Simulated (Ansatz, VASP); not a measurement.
One calculation of Al3C, two programs

INCAR

```
SYSTEM = Al3C
PREC = Accurate
ENCUT = 600
EDIFF = 1E-7
ISMEAR = 0
SIGMA = 0.1
LREAL = .False.
LASPH = .True.
NELM = 100
ALGO = Normal
ISIF = 3
LWAVE = .False.
LCHARG = .False.
GGA = PE
IBRION = 2
NSW = 100
EDIFFG = -0.01
LUSENCCL = .False.
```

KPOINTS

```
regular mesh
0
Gamma
  18 18 18
  0 0 0
```

POSCAR

```
Al3C
1.0
   -1.8090240321      1.8090240321      4.0409367990
    1.8090240321     -1.8090240321      4.0409367990
    1.8090240321      1.8090240321     -4.0409367990
Al C
3 1
Direct
    0.5000000000      0.5000000000      0.0000000000
    0.2500000000      0.7500000000      0.5000000000
    0.7500000000      0.2500000000      0.5000000000
    0.0000000000      0.0000000000      0.0000000000
```

Input for Ansatz:

```yaml
crystal:
  lattice:
    - [-1.8090240321, 1.8090240321, 4.040936799]
    - [1.8090240321, -1.8090240321, 4.040936799]
    - [1.8090240321, 1.8090240321, -4.040936799]
  atoms:
    - { symbol: Al, position: [0.5, 0.5, 0.0] }
    - { symbol: Al, position: [0.25, 0.75, 0.5] }
    - { symbol: Al, position: [0.75, 0.25, 0.5] }
    - { symbol: C, position: [0.0, 0.0, 0.0] }
basis:
  ecutwfc: 420
kpoints:
  mp_grid: { grid: [18, 18, 18] }
hamiltonian:
  xc: pbe
scf:
  occupations: { method: gaussian, width: 0.1 }
output:
  forces: true
  stress: true
  eigenvalues: true
  write_density: true
  write_potential: true
  elf: true
  volumetric_format: npy
relax:
  adjacent_minimum: "off"
  f_tol: 0.01
  max_steps: 80
  cell: { stress_tol: 0.05 }
```

Alike in both runs: task relaxation of cell and atoms; functional PBE; k mesh 18 × 18 × 18; occupations gaussian, width 0.1 eV; no spin polarisation.

```csv
,VASP,Ansatz
version,VASP 6.6.1,Ansatz 0.2.0
potentials or method,"VASP PAW PBE potentials, release 64 (Al, C), cutoff 600 eV","scalar-relativistic, plane waves, PAW"
valence electrons in the cell,13,13
```

|  | VASP | Ansatz | Ansatz less VASP |
| --- | --- | --- | --- |
| gap on the k mesh at the Fermi level, each at its own relaxed structure (eV) | none | none | - |
| relaxed volume (Å³/atom) | 13.48 | 13.49 | +0.008 |
| relaxed length of the cell vector where the two differ most in proportion (Å) | 4.859 | 4.858 | -0.0017 |

A gap of «none» marks a metal or a gap that the smearing closes.
